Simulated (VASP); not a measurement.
# P: single point with PBE

Crystal: P.

```xyz
2
Lattice="2.4247 0.0000 0.0000 0.0000 2.4385 0.0000 -0.0203 0.0000 4.8524" Properties=species:S:1:pos:R:3 pbc="T T T"
P     2.4196    0.0000    1.2159
P    -0.0152    0.0000    3.6365
```

This isn't the form of P at room conditions, which is orthorhombic.

```yaml
Program: VASP 6.6.1
Task: single point
Functional: PBE
Potentials_or_basis: VASP PAW PBE potentials, release 64 (P)
Cutoff: 520 eV
k_mesh: 9 × 9 × 5
Occupations: gaussian, width 0.4 eV
Spin: no spin polarisation
Dipole_correction: no
Further_INCAR_settings: ALGO = Normal; EDIFF = 1e-07; NBANDS = 12
```

The pressure is 2.1 GPa and the largest force is 0.008 eV/Å. The band gap on the k mesh is zero (bands 5 and 6 overlap by 8.68 eV).

Forces on the atoms (eV/Å):
```
P    0.000  0.000 -0.008
P    0.000  0.000  0.008
```

Stress tensor (GPa, compression positive):
```
2.38 0.00 0.23
0.00 0.97 0.00
0.23 0.00 2.93
```

Levels at points of the mesh, in eV from the Fermi level:
```csv
k point,band 1,band 2,band 3,band 4,band 5,band 6,band 7,band 8,band 9,band 10
"(0.00, 0.00, 0.00)",-16.72,-12.29,-8.85,4.89,5.10,5.14,6.69,6.76,7.79,8.03
```

Run time: 11 s on 1 thread of Intel(R) Xeon(R) 6975P-C (Granite Rapids), on a shared host, peak memory 0.14 GiB.

Caveat: so wide a smearing shifts energies and pressures.
